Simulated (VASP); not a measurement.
Here is a VASP 6.6.1 calculation.

File INCAR:

```
SYSTEM = LiF
PREC = Accurate
ENCUT = 520
EDIFF = 1E-7
ISMEAR = 0
SIGMA = 0.05
LREAL = .False.
LASPH = .True.
NELM = 100
ALGO = Normal
ISIF = 2
LWAVE = .False.
LCHARG = .False.
GGA = CA
NBANDS = 18
```

The input KPOINTS:

```
Automatic mesh
0
Gamma
  9 9 6
  0 0 0
```

Contents of POSCAR:

```
LiF
1.0
    3.0150257202      0.0000000000      0.0000000000
   -1.5075128601      2.6110888668      0.0000000000
    0.0000000000      0.0000000000      4.6631048329
Li F
2 2
Direct
    0.3333333333      0.6666666667      0.3811542600
    0.6666666667      0.3333333333      0.8811542600
    0.3333333333      0.6666666667      0.9938437400
    0.6666666667      0.3333333333      0.4938437400
```

Potentials or basis: VASP PAW LDA potentials, release 64 (Li_sv, F).

Run with:

```bash
$ cat potpaw_LDA.64/Li_sv/POTCAR potpaw_LDA.64/F/POTCAR > POTCAR
$ mpirun -np 1 vasp_std > vasp.out
```

Q: Estimate the largest force.

A: 0.076 eV/Å.

Q: Predict the band gap on the k mesh.

A: 7.91 eV.

Forces on the atoms (eV/Å):
```
Li   0.000  0.000  0.076
Li   0.000  0.000  0.076
F    0.000  0.000 -0.076
F    0.000  0.000 -0.076
```

Caveat: the cell differs from its parent crystal (strain -0.015 along x and y, -0.030 along z); an odd mesh through Γ misses points on the zone boundary, where band edges can lie.
